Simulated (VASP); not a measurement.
# K2NaBCl6 (P1) in VASP: a series of runs, part 2 of 2

VASP 6.6.1. Earlier steps stand in the parts before.

### 3 Single point, PBEsol

Contents of INCAR:

```
PREC = Accurate
ENCUT = 520
EDIFF = 1E-6
ISMEAR = 0
SIGMA = 0.02
LREAL = False
LASPH = True
NELM = 80
ALGO = Normal
ISIF = 2
LWAVE = False
LCHARG = True
GGA = PS
LELF = True
LVHAR = True
NBANDS = 46
```

Contents of KPOINTS:

```
Automatic mesh
0
Gamma
  4 4 4
```

Contents of POSCAR:

```
K2NaBCl6
1.0
    5.5945072000      0.0000000000      0.0000000000
    0.0888661000      5.5945047000      0.0000000000
    0.8459569000      0.8231893000      8.9570094000
K Na B Cl
2 1 1 6
Direct
    0.5730620000      0.5397650000      0.2888010000
    0.4586440000      0.4313880000      0.7168230000
    0.0246910000      0.9799490000      0.4997280000
    0.0776210000      0.9184440000      0.9991640000
    0.4036390000      0.9674500000      0.0028550000
    0.5202640000      0.9732870000      0.5156380000
    0.0204130000      0.5939720000      0.9955690000
    0.0338810000      0.4847470000      0.4836940000
    0.9133080000      0.0258420000      0.1710190000
    0.9744780000      0.0851570000      0.8267090000
```

Potentials or basis: VASP PAW PBE potentials, release 64 (K_sv, Na_pv, B, Cl).

The run is started by

```sh
$ cat potpaw_PBE.64/K_sv/POTCAR potpaw_PBE.64/Na_pv/POTCAR potpaw_PBE.64/B/POTCAR potpaw_PBE.64/Cl/POTCAR > POTCAR
$ mpirun -np 1 vasp_std > vasp.out
```

OUTCAR:

```text
PREC = Accurate
   ENCUT = 520
   EDIFF = 1E-6
   ISMEAR = 0
   LREAL = False
   LASPH = True
   NELM = 80
   ISIF = 2
   GGA = PS

 ion  position               nearest neighbor table
   1  0.573  0.540  0.289-
   2  0.459  0.431  0.717-
   3  0.025  0.980  0.500-
   4  0.078  0.918  0.999-   7 1.85   5 1.85   9 1.87  10 1.87
   5  0.404  0.967  0.003-   4 1.85
   6  0.520  0.973  0.516-
   7  0.020  0.594  0.996-   4 1.85
   8  0.034  0.485  0.484-
   9  0.913  0.026  0.171-   4 1.87
  10  0.974  0.085  0.827-   4 1.87

  LATTYP: Found a triclinic cell.
 ALAT       =     5.5945072000
 B/A-ratio  =     1.4030261475
 C/A-ratio  =     2.2894030914
 COS(alpha) =     0.0004409412
 COS(beta)  =     0.5097820392
 COS(gamma) =     0.7014234730

  Lattice vectors:

 A1 = (  -5.5945072000,   0.0000000000,   0.0000000000)
 A2 = (  -5.5056411000,   5.5945047000,   0.0000000000)
 A3 = (  -6.5293302000,  -6.4176940000,  -8.9570094000)

Analysis of symmetry for initial positions (statically):
=====================================================================
 Subroutine PRICEL returns:
 Original cell was already a primitive cell.

 Routine SETGRP: Setting up the symmetry group for a
 triclinic supercell.

 Subroutine GETGRP returns: Found  1 space group operations
 (whereof  1 operations were pure point group operations)
 out of a pool of  2 trial point group operations.

The static configuration has the point symmetry C_1 .

Analysis of symmetry for dynamics (positions and initial velocities):
=====================================================================
 Subroutine PRICEL returns:
 Original cell was already a primitive cell.
[... 147 lines left out ...]
  Thomas-Fermi vector in A             =   2.165010
   LORBIT       =      0    0 simple, 1 ext, 2 COOP (PROOUT), +10 PAW based schemes
   GGA     = PS    functional components
   LHFCALC =     F    Hartree Fock is set to
   AEXX    =    0.0000 exact exchange contribution
   IVDW    =     0    specifies the selected vdW correction
   LEPSILON=     F    determine dielectric tensor
   LRPA    =     F    only Hartree local field effects (RPA)
 non-spin polarized calculation
 Gauss-broadening in eV      SIGMA  =   0.02
  energy-cutoff  :      520.00
  volume of cell :      280.34
 maximum number of plane-waves:      7572
 NGX is ok and might be reduce to    42
   NGX = 21   NGY = 21   NGZ = 33

 number of electron      69.9999998 magnetization

 Free energy of the ion-electron system (eV)
  ---------------------------------------------------
  ext. energy  EPLUGINS =         0.00000000
  ---------------------------------------------------
  free energy    TOTEN  =       -37.76643239 eV

  energy without entropy =      -37.76643239  energy(sigma->0) =      -37.76643239

 E-fermi :  -0.9334     XC(G=0):  -7.6719

 val. band max:       -1.0560483291   @ k =   0.5000   0.5000   0.5000
 cond. band min:       3.6961021287   @ k =   0.0000   0.0000   0.0000
 fundamental gap:      4.7521504578
 Fermi energy:        -0.9334042886

 k-point     1 :       0.0000    0.0000    0.0000
  band No.  band energies     occupation
      1     -29.0742      2.00000
      2     -29.0339      2.00000
      3     -22.1667      2.00000
      4     -22.1157      2.00000
      5     -22.1092      2.00000
      6     -16.4084      2.00000
[... 1165 lines left out ...]
     45       7.1996      0.00000
     46       7.4816      0.00000

 [... further k-points ...]

------------------------ aborting loop because EDIFF is reached ----------------------------------------

  FORCE on cell =-STRESS in cart. coord.  units (eV):
  Direction    XX          YY          ZZ          XY          YZ          ZX
  --------------------------------------------------------------------------------------
  -------------------------------------------------------------------------------------
  Total       -2.0899977     -2.0955884     -1.9270603     -0.0505997      0.0717337      0.0572005
  in kB      -11.9445521    -11.9765040    -11.0133483     -0.2891824      0.4099653      0.3269069
  external PRESSURE =     -11.6448015 kB  Pullay stress =       0.0000000 kB

 VOLUME and BASIS-vectors are now :
 -----------------------------------------------------------------------------
  energy-cutoff  :      520.00
  volume of cell :      280.34
      direct lattice vectors                 reciprocal lattice vectors
     5.594507200  0.000000000  0.000000000     0.178746754 -0.002839309 -0.016621034
     0.088866100  5.594504700  0.000000000     0.000000000  0.178746833 -0.016427635
     0.845956900  0.823189300  8.957009400     0.000000000  0.000000000  0.111644407

 POSITION                                       TOTAL-FORCE (eV/Angst)
 -----------------------------------------------------------------------------------
      3.49828      3.25746      2.58679         0.027223      0.034263      0.021530
      3.21062      3.00348      6.42059        -0.032848     -0.028315     -0.028400
      0.64797      5.89370      4.47607        -0.001202      0.001722     -0.002338
      1.36112      5.96074      8.94952         0.009335     -0.007212     -0.003343
      2.34655      5.41475      0.02557        -0.153940     -0.019615     -0.015486
      3.43332      5.86953      4.61857         0.007707     -0.003239     -0.004894
      1.00919      4.14252      8.91732         0.025683      0.151721      0.006596
      0.64181      3.11009      4.33245         0.008084     -0.010769      0.013592
      5.25648      0.28535      1.53182         0.036142     -0.079744     -0.155856
      6.15865      1.15695      7.40484         0.073816     -0.038812      0.168599
 -----------------------------------------------------------------------------------
    total drift:                               -0.000869      0.000620     -0.000275

  FREE ENERGIE OF THE ION-ELECTRON SYSTEM (eV)
  ---------------------------------------------------
  free  energy   TOTEN  =       -37.7664323916 eV

  energy  without entropy=      -37.7664323916  energy(sigma->0) =      -37.76643239
```

stdout:

```text
POSCAR found type information on POSCAR K NaB Cl
 POSCAR found :  4 types and      10 ions
 scaLAPACK will be used
 -----------------------------------------------------------------------------
|                                                                             |
|                                                                             |
|     You enforced a specific xc type in the INCAR file but a different       |
|     I HOPE YOU KNOW WHAT YOU ARE DOING!                                     |
|                                                                             |
 -----------------------------------------------------------------------------

 LDA part: xc-table for (Slater+PW92), standard interpolation
 POSCAR, INCAR and KPOINTS ok, starting setup
 FFT: planning ... GRIDC
 FFT: planning ... GRID_SOFT
 FFT: planning ... GRID
 WAVECAR not read
 entering main loop
```

Run time: 10 min. Hardware: 1 thread of Intel Xeon 8259CL, shared host; peak memory 0.58 GiB.

Results:

| Property | Result |
| --- | --- |
| Free energy | -37.7664 eV |
| Pressure | -1.2 GPa |
| Largest force | 0.188 eV/Å |
| Band gap on the k mesh | 4.75 eV (least direct gap 4.84 eV) |

Forces on the atoms (eV/Å):
```
K    0.027  0.034  0.022
K   -0.033 -0.028 -0.028
Na  -0.001  0.002 -0.002
B    0.009 -0.007 -0.003
Cl  -0.154 -0.020 -0.015
Cl   0.008 -0.003 -0.005
Cl   0.026  0.152  0.007
Cl   0.008 -0.011  0.014
Cl   0.036 -0.080 -0.156
Cl   0.074 -0.039  0.169
```

Caveat: the PAW data sets were made with another functional, which shifts forces and pressure a little.
